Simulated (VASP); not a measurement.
BaS: single point with LDA

Crystal: BaS.

```
Ba S
1.0
     0.00000    3.12988    3.19375
     3.12988    0.00000    3.19375
     3.12988    3.12988    0.00000
Ba S
1 1
Direct
  0.00000 0.00000 0.00000
  0.50000 0.50000 0.50000
```

This cell differs from its parent crystal: equal xx and yy strain of -2 %.

```json
{"Program": "VASP 6.6.1", "Task": "single point", "Functional": "LDA", "Potentials or basis": "VASP PAW LDA potentials, release 64 (Ba_sv, S)", "Cutoff": "520 eV", "k mesh": "7 × 7 × 7", "Occupations": "fermi-dirac, width 0.01 eV", "Spin": "no spin polarisation", "Dipole correction": "no", "Further INCAR settings": "ALGO = Normal; EDIFF = 1e-06; NBANDS = 15"}
```

```yaml
Pressure: 0.1 GPa
Band_gap_on_the_k_mesh: 1.86 eV, indirect (least direct gap 1.98 eV)
```

Stress tensor (GPa, compression positive):
```
 0.72  0.00  0.00
 0.00  0.72  0.00
 0.00  0.00 -1.23
```

Levels at points of the mesh, in eV from the valence-band top:
| k point | band 5 | band 6 | band 7 | band 8 | band 9 | band 10 | band 11 | band 12 |
| --- | --- | --- | --- | --- | --- | --- | --- | --- |
| (0.00, 0.00, 0.00) | -10.41 | -0.08 | 0.00 | 0.00 | 3.46 | 3.58 | 3.73 | 3.73 |

Run time: 53 s on 1 thread of AMD EPYC 7R13, with other jobs on the host, peak memory 0.16 GiB.

Caveat: the cell differs from its parent crystal (equal xx and yy strain of -2 %); spin-orbit coupling is left out, which moves the levels of the heavy elements. A k mesh can miss the band edges.
